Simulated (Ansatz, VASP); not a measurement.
## Ti3Se in VASP and in Ansatz

```
Se Ti
1.0
     3.19745    0.00000    0.00000
    -1.59872    2.76907    0.00000
     0.00000    0.00000    7.94275
Se Ti
1 3
Direct
  0.00000 0.00000 0.00000
  0.66667 0.33333 0.50000
  0.33333 0.66667 0.77290
  0.33333 0.66667 0.22710
```

Alike in both runs: task single point; functional LDA; k mesh 10 × 10 × 4; occupations fermi-dirac, width 0.05 eV; no spin polarisation.

```csv
,VASP,Ansatz
version,VASP 6.6.1,Ansatz 0.2.0
potentials or method,"VASP PAW LDA potentials, release 64 (Se, Ti_sv), cutoff 520 eV","all-electron LAPW, scalar-relativistic"
```

Ansatz gave:

| Property | Result |
| --- | --- |
| gap on the k mesh at the Fermi level (eV) | none |
| pressure (GPa) | -8.0 |
| traceless stress, the component that is largest in VASP (GPa) | -1.00 |
| rms of the force components (eV/Å) | 0.045 |

Question: What did VASP give for the same quantities?

Answer: gap on the k mesh at the Fermi level (eV): none; pressure (GPa): -7.8; traceless stress, the component that is largest in VASP (GPa): -0.99; rms of the force components (eV/Å): 0.035.

LDA's correlation is that of Perdew and Zunger in VASP and of Perdew and Wang (1992) in Ansatz. Atom by atom the forces differ by 0.010 eV/Å (rms over components). A gap of «none» marks a metal or a gap that the smearing closes. Ansatz ran all-electron here, and VASP with PAW potentials.
